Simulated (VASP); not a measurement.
Runs of VASP 6.6.1 on La. The structure is that of space group Pm-3m (No. 221), or close to it. The cells are those of the table. 

```tsv
task	cell	k mesh for the DOS	occupations for the DOS	gap on the mesh (eV)	pressure (GPa)
single point	a = 3.066 Å, 1 atom	-	-	none	3.7
single point	a = 3.176 Å, 1 atom	-	-	none	-0.2
single point	a = 2.820 Å, 1 atom	-	-	none	(b)
single point	a = 2.948 Å, 1 atom	-	-	none	9.8
single point	a = 2.679 Å, 1 atom	-	-	none	53.9
single point	a = 2.521 Å, 1 atom	-	-	none	126.1
single point	a = 2.340 Å, 1 atom	-	-	none	(a)
```

Alike in all rows: level LDA; potentials or basis VASP PAW LDA potentials, release 64 (La); no spin polarisation; k mesh 13 × 13 × 13; cutoff (eV) 520; smearing fermi-dirac 0.05 eV.

Q: Estimate the missing entries.

A: (a) 308.9; (b) 22.8.

Caveats: spin-orbit coupling is left out, which moves the levels of the heavy elements.

A k mesh can miss the band edges, and the runs leave out spin-orbit coupling on La.

A gap of «none» marks levels without a gap at the run's occupations.
